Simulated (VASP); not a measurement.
Input of a VASP 6.6.1 run:

File INCAR:

```
SYSTEM = H
PREC     = Accurate       ! precision mode
ENCUT    = 520            ! plane-wave cutoff, eV
EDIFF    = 1E-7           ! SCF threshold, eV
ISMEAR   = 0              ! smearing method
SIGMA    = 0.05           ! smearing width, eV
LREAL    = .False.        ! projectors in reciprocal space
LASPH    = .True.         ! aspherical terms in the spheres
NELM     = 80             ! most SCF steps
ALGO     = Normal         ! electronic algorithm
ISIF     = 2              ! what is computed and relaxed
LWAVE    = .False.        ! write WAVECAR
LCHARG   = .False.        ! write CHGCAR
NBANDS   = 10             ! bands
```

File KPOINTS:

```
Automatic mesh
0
Gamma
  8 8 4
  0 0 0
```

The input POSCAR:

```
H
1.0
    1.6485318600     -2.7316882300      0.0000000000
    1.6485318600      2.7316882300      0.0000000000
    0.0000000000      0.0000000000      6.1559244045
H
4
Direct
    0.5678085000      0.4321915000      0.9995149500
    0.4321915000      0.5678085000      0.0004850500
    0.4321915000      0.5678085000      0.4995149500
    0.5678085000      0.4321915000      0.5004850500
```

Potentials or basis: VASP PAW LDA potentials, release 64 (H).

Launch:

```console
$ cat potpaw_LDA.64/H/POTCAR > POTCAR
$ mpirun -np 1 vasp_std > vasp.out
```

What does it give for the pressure?

0.8 GPa.

Estimate the largest force.

0.979 eV/Å.

Stress tensor (GPa, compression positive):
```
-0.61  0.00  0.00
 0.00  3.34  0.00
 0.00  0.00 -0.41
```

Caveat: the cell differs from its parent crystal (strain +0.000 along x and y, -0.025 along z).
